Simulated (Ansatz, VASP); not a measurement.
TiAl in VASP and in Ansatz

The input INCAR:

```
SYSTEM = TiAl
PREC = Accurate ; ENCUT = 520
EDIFF = 1E-6 ; ISMEAR = 0
SIGMA = 0.15 ; LREAL = .False.
LASPH = .True. ; NELM = 60
ALGO = Fast ; ISIF = 2
LWAVE = .False. ; LCHARG = .True.
LELF = .True. ; LVHAR = .True.
NBANDS = 23
```

The input KPOINTS:

```
Automatic mesh
0
Gamma
  16 16 16
  0 0 0
```

The input POSCAR:

```
TiAl
1.0
   -2.8120068102      0.0000000000      0.0000000000
    0.0000000000      4.8705386665      0.0000000000
    1.4060034051     -2.4352693333     -4.5900455634
Ti Al
2 2
Direct
    0.5000000000      0.5000000000      0.0000000000
    0.0000000000      0.0000000000      0.0000000000
    0.7500000000      0.0833333333      0.5000000000
    0.2500000000      0.5833333333      0.5000000000
```

Input for Ansatz:

```yaml
crystal:
  lattice:
    - [-2.8120068102, 0.0, 0.0]
    - [0.0, 4.8705386665, 0.0]
    - [1.4060034051, -2.4352693333, -4.5900455634]
  atoms:
    - { symbol: Ti, position: [0.5, 0.5, 0.0] }
    - { symbol: Ti, position: [0.0, 0.0, 0.0] }
    - { symbol: Al, position: [0.75, 0.0833333333, 0.5] }
    - { symbol: Al, position: [0.25, 0.5833333333, 0.5] }
basis:
  ecutwfc: 520.0
kpoints:
  mp_grid: { grid: [16, 16, 16] }
hamiltonian:
  xc: lda
  pseudopotentials: { kind: paw, azcp: { folder: soft_1 } }
scf:
  occupations: { method: gaussian, width: 0.15 }
output:
  forces: true
  stress: true
  eigenvalues: true
  write_density: true
  write_potential: true
  elf: true
  volumetric_format: npy
```

Alike in both runs: task single point; functional LDA; k mesh 16 × 16 × 16; occupations gaussian, width 0.15 eV; no spin polarisation.

|  | VASP | Ansatz |
| --- | --- | --- |
| version | VASP 6.6.1 | Ansatz 0.2.0 |
| potentials or method | VASP PAW LDA potentials, release 64 (Ti_sv, Al), cutoff 520 eV | scalar-relativistic, plane waves, PAW |
| valence electrons in the cell | 30 | 30 |

Ansatz gave:

```
gap on the k mesh at the Fermi level (eV)                     : none
pressure (GPa)                                                : 0.0
traceless stress, the component that is largest in VASP (GPa) : -0.17
```

**Question.** What did VASP give for the same quantities?

**Answer.** gap on the k mesh at the Fermi level (eV): none; pressure (GPa): 0.1; traceless stress, the component that is largest in VASP (GPa): -0.07.

Ansatz warns that its potentials were made for another functional, while VASP's fit it. LDA's correlation is that of Perdew and Zunger in VASP and of Perdew and Wang (1992) in Ansatz. A gap of «none» marks a metal or a gap that the smearing closes.
